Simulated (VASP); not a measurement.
Here is a VASP 6.6.1 calculation.

INCAR

```
PREC = Accurate
ENCUT = 520
EDIFF = 1E-7
ISMEAR = 0
SIGMA = 0.1
LREAL = F
LASPH = T
NELM = 80
ALGO = Normal
ISIF = 2
LWAVE = F
LCHARG = F
LDIPOL = T
IDIPOL = 3
DIPOL = 0.5 0.5 0.344
GGA = PE
IBRION = 2
NSW = 36
EDIFFG = -0.025
```

The input KPOINTS:

```
Automatic mesh
0
Gamma
  9 9 1
```

POSCAR

```
Ti3H
1.0
    2.9075446922      0.0000000000      0.0000000000
    0.0000000000      2.9075446922      0.0000000000
    0.0000000000      0.0000000000     19.3059825228
Ti H
3 1
Selective dynamics
Direct
    0.5000000000      0.5000000000      0.2071896623  F F F
    0.0000000000      0.0000000000      0.3057583538  F F F
    0.5000000000      0.5000000000      0.4043297208  F F F
    0.5000000000      1.0000000000      0.4583387344  F F T
```

Potentials or basis: VASP PAW PBE potentials, release 64 (Ti_sv, H).

The run is started by

```sh
$ cat potpaw_PBE.64/Ti_sv/POTCAR potpaw_PBE.64/H/POTCAR > POTCAR
$ mpirun -np 1 vasp_std > vasp.out
```

(1) Estimate the energy gained by relaxing.

(2) What does it give for the band gap on the k mesh?

Answers

(1) 19.7 meV/atom.

(2) zero (an odd number of electrons rules out a gap without spin polarisation).
